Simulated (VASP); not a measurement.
# AlGa3N4: single point with PBEsol

Crystal: AlGa3N4.

```
CELL_PARAMETERS angstrom
4.35594 0.00000 0.00000
0.00000 4.35594 0.00000
0.00000 0.00000 4.35594
ATOMIC_POSITIONS crystal
Al 0.00000 0.00000 0.00000
Ga 0.50000 0.50000 0.00000
Ga 0.50000 0.00000 0.50000
Ga 0.00000 0.50000 0.50000
N 0.75503 0.75503 0.24497
N 0.75503 0.24497 0.75503
N 0.24497 0.75503 0.75503
N 0.24497 0.24497 0.24497
```

This cell differs from its parent crystal: strain -0.025 along x and y, -0.025 along z.

- Program: VASP 6.6.1
- Task: single point
- Functional: PBEsol
- Potentials or basis: VASP PAW PBE potentials, release 64 (Al, Ga_d, N)
- Cutoff: 520 eV
- k mesh: 6 × 6 × 6
- Occupations: gaussian, width 0.05 eV
- Spin: no spin polarisation

```json
{
 "Pressure": "16.9 GPa",
 "Largest force": "0.003 eV/Å",
 "Band gap on the k mesh": "2.84 eV"
}
```

Forces on the atoms (eV/Å):
```
Al   0.000  0.000  0.000
Ga   0.000  0.000  0.000
Ga   0.000  0.000  0.000
Ga   0.000  0.000  0.000
N    0.002  0.002 -0.002
N    0.002 -0.002  0.002
N   -0.002  0.002  0.002
N   -0.002 -0.002 -0.002
```

Levels at points of the mesh, in eV from the valence-band top:
```csv
k point,band 29,band 30,band 31,band 32,band 33,band 34
"(0.00, 0.00, 0.00)",0.00,0.00,0.00,2.84,3.38,3.38
"(0.50, 0.00, 0.00)",-1.63,-1.29,-1.29,5.16,5.25,6.31
"(0.50, 0.50, 0.00)",-1.02,-1.02,-0.67,7.20,7.48,7.48
"(0.50, 0.50, 0.50)",-0.73,-0.73,-0.73,5.51,5.51,5.51
```

Wall time 2.4 min on 1 thread of Intel Xeon 8259CL, with other jobs on the host, peak memory 0.21 GiB.

Caveat: the cell differs from its parent crystal (strain -0.025 along x and y, -0.025 along z); the cell stands under pressure; the PAW data sets were made with another functional, which shifts forces and pressure a little.
